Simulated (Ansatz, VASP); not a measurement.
**CuO in VASP and in Ansatz**

Contents of INCAR:

```
SYSTEM = CuO
PREC     = Accurate       ! precision mode
ENCUT    = 600            ! plane-wave cutoff, eV
EDIFF    = 1E-7           ! SCF threshold, eV
ISMEAR   = 0              ! smearing method
SIGMA    = 0.1            ! smearing width, eV
LREAL    = .False.        ! projectors in reciprocal space
LASPH    = .True.         ! aspherical terms in the spheres
NELM     = 150            ! most SCF steps
ALGO     = Normal         ! electronic algorithm
ISIF     = 3              ! what is computed and relaxed
LWAVE    = .False.        ! write WAVECAR
LCHARG   = .False.        ! write CHGCAR
ISPIN    = 2              ! spin polarisation
MAGMOM   = 0.48 0.42      ! initial moments
LORBIT   = 11             ! projections on sites
LMAXMIX  = 4              ! l up to which the mixer works
GGA      = PE             ! functional
IBRION   = 2              ! ionic algorithm
NSW      = 90             ! ionic steps
EDIFFG   = -0.04          ! ionic threshold
```

Contents of KPOINTS:

```
regular mesh
0
Gamma
  6 6 6
  0 0 0
```

Contents of POSCAR:

```
CuO
1.0
    2.8912169321      0.0000000000      0.0000000000
   -1.4456084661      2.5038673111      0.0000000000
    0.0000000000      0.0000000000      2.8199443722
Cu O
1 1
Direct
    0.0000000000      0.0000000000      0.0000000000
    0.6666666667      0.3333333333      0.5000000000
```

Input for Ansatz:

```yaml
crystal:
  lattice:
    - [2.8912169321, 0.0, 0.0]
    - [-1.4456084661, 2.5038673111, 0.0]
    - [0.0, 0.0, 2.8199443722]
  atoms:
    - { symbol: Cu, position: [0.0, 0.0, 0.0], spin: 0.48 }
    - { symbol: O, position: [0.6666666667, 0.3333333333, 0.5], spin: 0.42 }
basis:
  ecutwfc: 420
kpoints:
  mp_grid: { grid: [6, 6, 6] }
hamiltonian:
  xc: pbe
scf:
  occupations: { method: gaussian, width: 0.1 }
  lower_state_search: "off"
output:
  forces: true
  stress: true
  eigenvalues: true
  populations: true
magnetization:
  spin_polarized: true
relax:
  adjacent_minimum: "off"
  f_tol: 0.04
  max_steps: 70
  cell: { stress_tol: 0.4 }
```

Alike in both runs: task relaxation of cell and atoms; functional PBE; k mesh 6 × 6 × 6; occupations gaussian, width 0.1 eV; collinear spin.

|  | VASP | Ansatz |
| --- | --- | --- |
| version | VASP 6.6.1 | Ansatz 0.2.0 |
| potentials or method | VASP PAW PBE potentials, release 64 (Cu, O), cutoff 600 eV | scalar-relativistic, plane waves, PAW |
| valence electrons in the cell | 17 | 25 |

|  | VASP | Ansatz | Ansatz less VASP |
| --- | --- | --- | --- |
| gap on the k mesh at the Fermi level, each at its own relaxed structure (eV) | none | none | - |
| net moment per atom (μB) | 0.36 | 0.36 | +0.002 |
| size of the moment on the site where the two differ most (μB) | 0.30 | 0.32 | +0.022 |
| relaxed volume (Å³/atom) | 9.74 | 9.75 | +0.008 |
| relaxed cell length with the largest relative difference (Å) | 2.694 | 2.696 | +0.0019 |

Site moments also hang on the region over which each program counts them. A gap of «none» marks a metal or a gap that the smearing closes. VASP's potentials hold 17 valence electrons a cell and Ansatz's 25, so a difference there can come from the potentials and not from the codes.

The k mesh is coarse, so the values compare programs but aren't converged.
